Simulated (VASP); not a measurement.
# Fe3Co2 (P6_3/mmc) in VASP: a series of runs

Runs on Fe3Co2. Level: PBE. Tasks: single point, relaxation of cell and atoms.

Program: VASP 6.6.1. These are calculated values, not measurements. Logs are shortened: lines on timing, memory, paths and dates and some standing lists are left out, and cuts for length are marked.

## Step 1: The cell of the first run

The structure is hexagonal, space group P6_3/mmc (No. 194). The conventional cell has a = 2.500 Å, b = 2.500 Å, c = 20.293 Å, α = 90.00°, β = 90.00°, γ = 120.00°. Fe (site symmetry -6m2) has 12 Fe at 2.49 to 2.50 Å within 3.3 Å. Fe (site symmetry 3m) has 9 Fe at 2.49 to 2.50 Å and 3 Co at 2.49 Å within 3.3 Å. Within 3.3 Å of Co (site symmetry 3m) lie 3 Fe at 2.49 Å and 9 Co at 2.49 to 2.50 Å.

## Step 2: Single point, PBE, collinear spin, ferrimagnetic start

Contents of INCAR:

```
SYSTEM = Fe3Co2
ALGO = Normal
EDIFF = 1E-6
ENCUT = 520
GGA = PE
ISIF = 2
ISMEAR = 0
ISPIN = 2
LASPH = .True.
LCHARG = .False.
LMAXMIX = 4
LORBIT = 11
LREAL = .False.
LWAVE = .False.
MAGMOM = 4 4 -4 -4 4 4 -3 3 3 -3
NBANDS = 57
NELM = 150
PREC = Accurate
SIGMA = 0.1
```

Contents of KPOINTS:

```
k-points
0
Gamma
  6 6 1
  0 0 0
```

Contents of POSCAR:

```
Fe3Co2
1.0
    2.4999107200      0.0000000000      0.0000000000
   -1.2499553600      2.1649861900      0.0000000000
    0.0000000000      0.0000000000     20.2930307900
Fe Co
6 4
Direct
    0.3333333300      0.6666666700      0.2500000000
    0.3333333300      0.6666666700      0.6500000000
    0.3333333300      0.6666666700      0.8500000000
    0.6666666700      0.3333333300      0.1500000000
    0.6666666700      0.3333333300      0.3500000000
    0.6666666700      0.3333333300      0.7500000000
    0.3333333300      0.6666666700      0.0500000000
    0.3333333300      0.6666666700      0.4500000000
    0.6666666700      0.3333333300      0.5500000000
    0.6666666700      0.3333333300      0.9500000000
```

Potentials or basis: VASP PAW PBE potentials, release 64 (Fe, Co).

Launch:

```bash
cat potpaw_PBE.64/Fe/POTCAR potpaw_PBE.64/Co/POTCAR > POTCAR
mpirun -np 1 vasp_std > vasp.out
```

OUTCAR:

```text
SYSTEM = Fe3Co2
   EDIFF = 1E-6
   ENCUT = 520
   GGA = PE
   ISIF = 2
   ISMEAR = 0
   ISPIN = 2
   LASPH = .True.
   LORBIT = 11
   LREAL = .False.
   NELM = 150
   PREC = Accurate

 ion  position               nearest neighbor table
   1  0.333  0.667  0.250-   4 2.49   5 2.49   4 2.49   5 2.49   4 2.49   5 2.49
   2  0.333  0.667  0.650-   6 2.49   9 2.49   6 2.49   9 2.49   6 2.49   9 2.49
   3  0.333  0.667  0.850-   6 2.49  10 2.49   6 2.49  10 2.49   6 2.49  10 2.49
   4  0.667  0.333  0.150-   1 2.49   7 2.49   1 2.49   7 2.49   1 2.49   7 2.49
   5  0.667  0.333  0.350-   1 2.49   8 2.49   1 2.49   8 2.49   1 2.49   8 2.49
   6  0.667  0.333  0.750-   2 2.49   3 2.49   2 2.49   3 2.49   2 2.49   3 2.49
   7  0.333  0.667  0.050-  10 2.49   4 2.49  10 2.49   4 2.49  10 2.49   4 2.49
   8  0.333  0.667  0.450-   9 2.49   5 2.49   9 2.49   5 2.49   9 2.49   5 2.49
   9  0.667  0.333  0.550-   8 2.49   2 2.49   8 2.49   2 2.49   8 2.49   2 2.49
  10  0.667  0.333  0.950-   7 2.49   3 2.49   7 2.49   3 2.49   7 2.49   3 2.49

  LATTYP: Found a hexagonal cell.
 ALAT       =     2.4999107200
 C/A-ratio  =     8.1175022082

  Lattice vectors:

 A1 = (   2.4999107200,   0.0000000000,   0.0000000000)
 A2 = (  -1.2499553600,   2.1649861900,   0.0000000000)
 A3 = (   0.0000000000,   0.0000000000,  20.2930307900)

Analysis of symmetry for initial positions (statically):
=====================================================================
 Subroutine PRICEL returns:
 Original cell was already a primitive cell.

 Routine SETGRP: Setting up the symmetry group for a
 hexagonal supercell.

 Subroutine GETGRP returns: Found 24 space group operations
 (whereof 12 operations were pure point group operations)
 out of a pool of 24 trial point group operations.

The static configuration has the point symmetry D_3d.
 The point group associated with its full space group is D_6h.

Analysis of symmetry for dynamics (positions and initial velocities):
=====================================================================
 Subroutine PRICEL returns:
 Original cell was already a primitive cell.

 Routine SETGRP: Setting up the symmetry group for a
 hexagonal supercell.

 Subroutine GETGRP returns: Found 24 space group operations
 (whereof 12 operations were pure point group operations)
 out of a pool of 24 trial point group operations.

The dynamic configuration has the point symmetry D_3d.
 The point group associated with its full space group is D_6h.

Analysis of structural, dynamic, and magnetic symmetry:
=====================================================================
 Subroutine PRICEL returns:
 Original cell was already a primitive cell.

 Routine SETGRP: Setting up the symmetry group for a
 hexagonal supercell.

 Subroutine GETGRP returns: Found 12 space group operations
 (whereof 12 operations were pure point group operations)
 out of a pool of 24 trial point group operations.

The overall configuration has the point symmetry D_3d.

 Subroutine INISYM returns: Found 12 space group operations
 (whereof 12 operations are pure point group operations),
 and found     1 'primitive' translations

----------------------------------------------------------------------------------------

                                     Primitive cell

  volume of cell :     109.8314

  direct lattice vectors                    reciprocal lattice vectors
     2.499910720  0.000000000  0.000000000     0.400014285  0.230948355  0.000000000
    -1.249955360  2.164986190  0.000000000     0.000000000  0.461896711  0.000000000
     0.000000000  0.000000000 20.293030790     0.000000000  0.000000000  0.049278001

  length of vectors
     2.499910720  2.499910719 20.293030790     0.461896711  0.461896711  0.049278001

  position of ions in fractional coordinates (direct lattice)
     0.333333330  0.666666670  0.250000000
     0.333333330  0.666666670  0.650000000
     0.333333330  0.666666670  0.850000000
     0.666666670  0.333333330  0.150000000
     0.666666670  0.333333330  0.350000000
     0.666666670  0.333333330  0.750000000
     0.333333330  0.666666670  0.050000000
     0.333333330  0.666666670  0.450000000
     0.666666670  0.333333330  0.550000000
     0.666666670  0.333333330  0.950000000

  ion indices of the primitive-cell ions
   primitive index   ion index
                 1           1
                 2           2
                 3           3
                 4           4
                 5           5
                 6           6
                 7           7
                 8           8
                 9           9
                10          10

----------------------------------------------------------------------------------------

 KPOINTS: k-points

Automatic generation of k-mesh.
 Grid dimensions read from file:
 generate k-points for:    6    6    1

 Generating k-lattice:

  Cartesian coordinates                     Fractional coordinates (reciprocal lattice)
     0.066669048  0.038491393  0.000000000     0.166666667 -0.000000000  0.000000000
     0.000000000  0.076982785  0.000000000     0.000000000  0.166666667  0.000000000
     0.000000000  0.000000000  0.049278001     0.000000000  0.000000000  1.000000000

  Length of vectors
     0.076982785  0.076982785  0.049278001

  Shift w.r.t. Gamma in fractional coordinates (k-lattice)
     0.000000000  0.000000000  0.000000000

 Subroutine IBZKPT returns following result:
 ===========================================

 Found      7 irreducible k-points:

 Following reciprocal coordinates:
            Coordinates               Weight
  0.000000  0.000000  0.000000      1.000000
  0.166667  0.000000  0.000000      6.000000
  0.333333  0.000000  0.000000      6.000000
  0.500000  0.000000  0.000000      3.000000
  0.166667  0.166667  0.000000      6.000000
  0.333333  0.166667  0.000000     12.000000
  0.333333  0.333333  0.000000      2.000000
   k-points           NKPTS =      7   k-points in BZ     NKDIM =      7   number of bands    NBANDS=     57
   number of dos      NEDOS =    301   number of ions     NIONS =     10
   total plane-waves  NPLWV =  64000
   dimension x,y,z NGX =    20 NGY =   20 NGZ =  160
   dimension x,y,z NGXF=    40 NGYF=   40 NGZF=  320
   ions per type =               6   4
   NGX,Y,Z   is equivalent  to a cutoff of  13.30, 13.30, 13.11 a.u.
   NGXF,Y,Z  is equivalent  to a cutoff of  26.60, 26.60, 26.22 a.u.
 SYSTEM =  Fe3Co2
   PREC   = accura    normal or accurate (medium, high low for compatibility)
   ISTART =      0    job   : 0-new  1-cont  2-samecut
   ICHARG =      2    charge: 1-file 2-atom 10-const
   ISPIN  =      2    spin polarized calculation?
   LNONCOLLINEAR =      F non collinear calculations
   LSORBIT =      F    spin-orbit coupling
   LASPH  =      T    aspherical Exc in radial PAW
   ENCUT  =  520.0 eV  38.22 Ry    6.18 a.u.   4.65  4.65 37.73*2*pi/ulx,y,z
   NELM   =    150;   NELMIN=  2; NELMDL= -5     # of ELM steps
   EDIFF  = 0.1E-05   stopping-criterion for ELM
   LREAL  =      F    real-space projection
   EDIFFG = 0.1E-04   stopping-criterion for IOM
   NSW    =      0    number of steps for IOM
   IBRION =     -1    ionic relax: 0-MD 1-quasi-New 2-CG
   NFREE  =      0    steps in history (QN), initial steepest desc. (CG)
   ISIF   =      2    stress and relaxation
   ISYM   =      2    0-nonsym 1-usesym 2-fastsym
   POTIM  = 0.5000    time-step for ionic-motion
   TEBEG  =    0.0;   TEEND  =   0.0 temperature during run
   PSTRESS=    0.0 pullay stress
   NELECT =      84.0000    total number of electrons
   NUPDOWN=      -1.0000    fix difference up-down
   EMIN   =  10.00;   EMAX   =-10.00  energy-range for DOS
   EFERMI =   0.00;   METHOD = LEGACY
   ISMEAR =     0;   SIGMA  =   0.10  broadening in eV -4-tet -1-fermi 0-gaus
   EFERMI_NEDOS =   21; number of points for ismear=-14 and -15
   IALGO  =     38    algorithm
   IMIX   =      4    mixing-type and parameters
     AMIX     =   0.40;   BMIX     =  1.00
     AMIX_MAG =   1.60;   BMIX_MAG =  1.00
  volume/ion in A,a.u.               =      10.98        74.12
  Fermi-wavevector in a.u.,A,eV,Ry     =   1.497129  2.829163 30.496013  2.241394
  Thomas-Fermi vector in A             =   2.609056
   LORBIT       =     11    0 simple, 1 ext, 2 COOP (PROOUT), +10 PAW based schemes
   GGA     = PE    functional components
   LHFCALC =     F    Hartree Fock is set to
   AEXX    =    0.0000 exact exchange contribution
   IVDW    =     0    specifies the selected vdW correction
   LEPSILON=     F    determine dielectric tensor
   LRPA    =     F    only Hartree local field effects (RPA)
 spin polarized calculation
 Gauss-broadening in eV      SIGMA  =   0.10
  energy-cutoff  :      520.00
  volume of cell :      109.83
 maximum number of plane-waves:      2991
 NGX is ok and might be reduce to    20
   NGX =  9   NGY =  9   NGZ = 75

 number of electron      84.0000001 magnetization       4.6064776

 Free energy of the ion-electron system (eV)
  ---------------------------------------------------
  ext. energy  EPLUGINS =         0.00000000
  ---------------------------------------------------
  free energy    TOTEN  =       -76.72310754 eV

  energy without entropy =      -76.65626321  energy(sigma->0) =      -76.68968538

 E-fermi :   7.7436     XC(G=0): -13.3218

 val. band max:        7.7241203831   @ k =   0.5000   0.0000   0.0000
 cond. band min:       7.7457183730   @ k =   0.0000   0.0000   0.0000
 fundamental gap:      0.0215979899
 Fermi energy:         7.7436148335

 spin component 1

 k-point     1 :       0.0000    0.0000    0.0000
  band No.  band energies     occupation
      1      -0.9604      1.00000
      2      -0.5912      1.00000
      3      -0.5289      1.00000
      4       0.5173      1.00000
      5       0.6007      1.00000
      6       1.9724      1.00000
[... 46 lines left out ...]
     53       8.0419      0.00001
     54       8.0419      0.00001
[... 340 lines left out ...]
     53      13.3190      0.00000
     54      13.4793      0.00000
 Fermi energy:         7.7436148335

 spin component 2

 k-point     1 :       0.0000    0.0000    0.0000
  band No.  band energies     occupation
      1      -0.9135      1.00000
      2      -0.5615      1.00000
      3      -0.4400      1.00000
      4       0.6123      1.00000
      5       0.6392      1.00000
      6       2.0806      1.00000
[... 46 lines left out ...]
     53       8.9455      0.00000
     54       8.9455      0.00000
[... 340 lines left out ...]
     53      13.3183      0.00000
     54      13.7235      0.00000
 [bands above 54 left out]

------------------------ aborting loop because EDIFF is reached ----------------------------------------

  FORCE on cell =-STRESS in cart. coord.  units (eV):
  Direction    XX          YY          ZZ          XY          YZ          ZX
  --------------------------------------------------------------------------------------
  -------------------------------------------------------------------------------------
  Total       -1.2433559     -1.2433559      3.5859886      0.0000000      0.0000000      0.0000000
  in kB      -18.1375872    -18.1375872     52.3109910      0.0000000      0.0000000      0.0000000
  external PRESSURE =       5.3452722 kB  Pullay stress =       0.0000000 kB

 VOLUME and BASIS-vectors are now :
 -----------------------------------------------------------------------------
  energy-cutoff  :      520.00
  volume of cell :      109.83
      direct lattice vectors                 reciprocal lattice vectors
     2.499910720  0.000000000  0.000000000     0.400014285  0.230948355  0.000000000
    -1.249955360  2.164986190  0.000000000     0.000000000  0.461896711  0.000000000
     0.000000000  0.000000000 20.293030790     0.000000000  0.000000000  0.049278001

 POSITION                                       TOTAL-FORCE (eV/Angst)
 -----------------------------------------------------------------------------------
     -0.00000      1.44332      5.07326         0.000000      0.000000     -0.933081
     -0.00000      1.44332     13.19047        -0.000000      0.000000     -0.399228
     -0.00000      1.44332     17.24908        -0.000000     -0.000000     -0.315923
      1.24996      0.72166      3.04395        -0.000000      0.000000      0.315923
      1.24996      0.72166      7.10256        -0.000000     -0.000000      0.399228
      1.24996      0.72166     15.21977         0.000000     -0.000000      0.933081
     -0.00000      1.44332      1.01465         0.000000     -0.000000     -0.114821
     -0.00000      1.44332      9.13186         0.000000      0.000000      0.339598
      1.24996      0.72166     11.16117         0.000000     -0.000000     -0.339598
      1.24996      0.72166     19.27838        -0.000000     -0.000000      0.114821
 -----------------------------------------------------------------------------------
    total drift:                                0.000000     -0.000000     -0.000000

  FREE ENERGIE OF THE ION-ELECTRON SYSTEM (eV)
  ---------------------------------------------------
  free  energy   TOTEN  =       -76.7231075439 eV

  energy  without entropy=      -76.6562632095  energy(sigma->0) =      -76.68968538

 total charge

# of ion       s       p       d       tot
------------------------------------------
    1        0.510   0.562   6.268   7.340
    2        0.504   0.555   6.264   7.323
    3        0.504   0.553   6.259   7.316
    4        0.504   0.553   6.259   7.316
    5        0.504   0.555   6.264   7.323
    6        0.510   0.562   6.268   7.340
    7        0.489   0.516   7.266   8.271
    8        0.489   0.516   7.267   8.272
    9        0.489   0.516   7.267   8.272
   10        0.489   0.516   7.266   8.271
--------------------------------------------------
tot          4.991   5.403  66.650  77.044

 magnetization (x)

# of ion       s       p       d       tot
------------------------------------------
    1       -0.002  -0.009   1.705   1.694
    2       -0.009  -0.040   2.298   2.249
    3       -0.001   0.018  -1.779  -1.762
    4       -0.001   0.018  -1.779  -1.762
    5       -0.009  -0.040   2.298   2.249
    6       -0.002  -0.009   1.705   1.694
    7        0.013   0.054  -1.602  -1.534
    8       -0.019  -0.049   1.699   1.632
    9       -0.019  -0.049   1.699   1.632
   10        0.013   0.054  -1.602  -1.534
--------------------------------------------------
tot         -0.034  -0.050   4.641   4.557
```

It took 3.1 min on 1 thread of Intel Xeon 6975P-C (Granite Rapids), shared host; peak memory 0.32 GiB.

Results:

```
Free energy                                           : -76.7231 eV
Pressure                                              : 0.5 GPa
Largest force                                         : 0.933 eV/Å
Net moment                                            : 4.61 μB per cell
Site moments                                          : Fe +1.69, +2.25, -1.76 (each value once); Co -1.53, +1.63 (each value once) μB
Valence electrons inside the program's atomic spheres : Fe 7.34, 7.32 (each value once); Co 8.27
```

Forces in eV/Å, atoms in the order of the input:
```
Fe   0.000  0.000 -0.933
Fe   0.000  0.000 -0.399
Fe   0.000  0.000 -0.316
Fe   0.000  0.000  0.316
Fe   0.000  0.000  0.399
Fe   0.000  0.000  0.933
Co   0.000  0.000 -0.115
Co   0.000  0.000  0.340
Co   0.000  0.000 -0.340
Co   0.000  0.000  0.115
```

Stress tensor (GPa, compression positive):
```
-1.81  0.00  0.00
 0.00 -1.81  0.00
 0.00  0.00  5.23
```

Levels at points of the mesh, in eV from the Fermi level:
Spin up:
```tsv
k point	band 41	band 42	band 43	band 44	band 45	band 46	band 47	band 48	band 49	band 50
(0.00, 0.00, 0.00)	-0.89	-0.80	-0.80	-0.60	-0.60	-0.60	-0.60	-0.31	-0.31	-0.27
(0.50, 0.00, 0.00)	0.13	0.13	0.55	0.61	1.01	1.25	1.29	1.30	1.30	1.40
```
Spin down:
```
           k point  band 38  band 39  band 40  band 41  band 42  band 43
(0.00, 0.00, 0.00)    -0.71    -0.58    -0.32    -0.32    -0.29    -0.29
(0.50, 0.00, 0.00)     0.09     0.39     0.73     0.83     0.88     1.32
```

Caveat: the k points lie up to 0.48 Å⁻¹ apart.

[end of part 1 of 2]
